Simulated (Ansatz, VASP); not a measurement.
## GaSb: VASP beside Ansatz

```
Ga Sb
1.0
     0.00000    3.06588    3.06588
     3.06588    0.00000    3.06588
     3.06588    3.06588    0.00000
Ga Sb
1 1
Direct
  0.00000 0.00000 0.00000
  0.25000 0.25000 0.25000
```

Alike in both runs: task single point; functional r2SCAN; k mesh 6 × 6 × 6; occupations fermi-dirac, width 0.02 eV; no spin polarisation.

|  | VASP | Ansatz |
| --- | --- | --- |
| version | VASP 6.6.1 | Ansatz 0.2.0 |
| potentials or method | VASP PAW PBE potentials, release 64 (Ga_d, Sb_d_GW) | plane waves, PAW |
| plane-wave cutoff (eV) | 550 | 500 |
| valence electrons in the cell | 28 | 28 |

```csv
,VASP,Ansatz,Ansatz less VASP
pressure (GPa),0.0,0.0,0.00
```

VASP's potentials were made for PBE, not for r2SCAN.

Neither program's run includes spin-orbit coupling.
